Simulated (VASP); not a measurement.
The system is Mo.

```
Mo
1.0
    -1.58381    1.58381    1.58381
     1.58381   -1.58381    1.58381
     1.58381    1.58381   -1.58381
Mo
1
Direct
  0.00000 0.00000 0.00000
```

* Program: VASP 6.6.1
* Task: relaxation of cell and atoms
* Functional: PBE
* Dispersion: D3(BJ)
* Potentials or basis: VASP PAW PBE potentials, release 64 (Mo_sv)
* Cutoff: 600 eV
* k mesh: 8 × 8 × 8
* Occupations: gaussian, width 0.1 eV
* Spin: no spin polarisation

At the start: pressure -8.1 GPa; volume 15.89 Å³/atom.

How do energy, volume and symmetry change on relaxing?

Over 3 steps the energy falls by 12.8 meV/atom and the volume is 15.41 Å³/atom (-3.0 %); space group Im-3m (No. 229, to 0.05 Å).

The path:
```csv
step,energy change (eV),largest force (eV/Å),pressure (GPa),volume (Å³)
1,0.0000,0.0000,-8.07,15.89
2,0.0901,0.0000,27.74,14.12
3,-0.0128,0.0000,-0.31,15.41
```

Final structure:
```
Mo
1.0
    -1.56776    1.56776    1.56776
     1.56776   -1.56776    1.56776
     1.56776    1.56776   -1.56776
Mo
1
Direct
  0.00000 0.00000 0.00000
```

Caveat: pairwise dispersion overbinds metals, which lowers pressure and volume.
